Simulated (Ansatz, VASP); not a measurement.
# Two plane-wave programs on Ta

POSCAR

```
Ta
1.0
    2.9422460000      0.0000000000      0.0000000000
   -1.4711230000      2.5480600000      0.0000000000
    0.0000000000      0.0000000000      4.8046680000
Ta
2
Direct
    0.0000000000      0.0000000000      0.0000000000
    0.3333333300      0.6666666700      0.5000000000
```

INCAR.step1

```
  ALGO = Normal
  EDIFF = 1E-4
  ENCUT = 600
  GGA = PE
  ISMEAR = 0
  LASPH = T
  LCHARG = F
  LREAL = F
  LWAVE = T
  NELM = 60
  PREC = Accurate
  SIGMA = 0.1
```

INCAR.step2

```
  ALGO = Normal
  EDIFF = 1E-7
  EDIFFG = -0.005
  ENCUT = 600
  IBRION = 2
  ISIF = 3
  ISMEAR = 0
  ISTART = 1
  LASPH = T
  LCHARG = F
  LMIXTAU = T
  LREAL = F
  LWAVE = F
  METAGGA = R2SCAN
  NELM = 60
  NSW = 100
  PREC = Accurate
  SIGMA = 0.1
```

File KPOINTS:

```
k-points
0
Gamma
  18 18 10
```

Input for Ansatz:

```yaml
crystal:
  lattice:
    - [2.942246, 0.0, 0.0]
    - [-1.471123, 2.54806, 0.0]
    - [0.0, 0.0, 4.804668]
  atoms:
    - { symbol: Ta, position: [0.0, 0.0, 0.0] }
    - { symbol: Ta, position: [0.33333333, 0.66666667, 0.5] }
basis:
  ecutwfc: 500
kpoints:
  mp_grid: { grid: [18, 18, 10] }
hamiltonian:
  xc: r2scan
scf:
  occupations: { method: gaussian, width: 0.1 }
output:
  forces: true
  stress: true
  eigenvalues: true
relax:
  adjacent_minimum: "off"
  f_tol: 0.005
  max_steps: 80
  cell: { stress_tol: 0.05 }
```

Alike in both runs: task relaxation of cell and atoms; functional r2SCAN; k mesh 18 × 18 × 10; occupations gaussian, width 0.1 eV; no spin polarisation.

```csv
,VASP,Ansatz
version,VASP 6.6.1,Ansatz 0.2.0
potentials or method,"VASP PAW PBE potentials, release 64 (Ta_pv), cutoff 600 eV","scalar-relativistic, plane waves, PAW"
valence electrons in the cell,22,26
```

```csv
,VASP,Ansatz,Ansatz less VASP
"gap on the k mesh at the Fermi level, each at its own relaxed structure (eV)",none,none,-
relaxed volume (Å³/atom),18.53,18.48,-0.050
relaxed length of the cell vector where the two differ most in proportion (Å),5.127,5.121,-0.0060
```

VASP's potentials were made for PBE, not for r2SCAN. A gap of «none» marks a metal or a gap that the smearing closes. VASP's potentials hold 22 valence electrons a cell and Ansatz's 26, so a difference there can come from the potentials and not from the codes.

Spin-orbit coupling is off throughout.
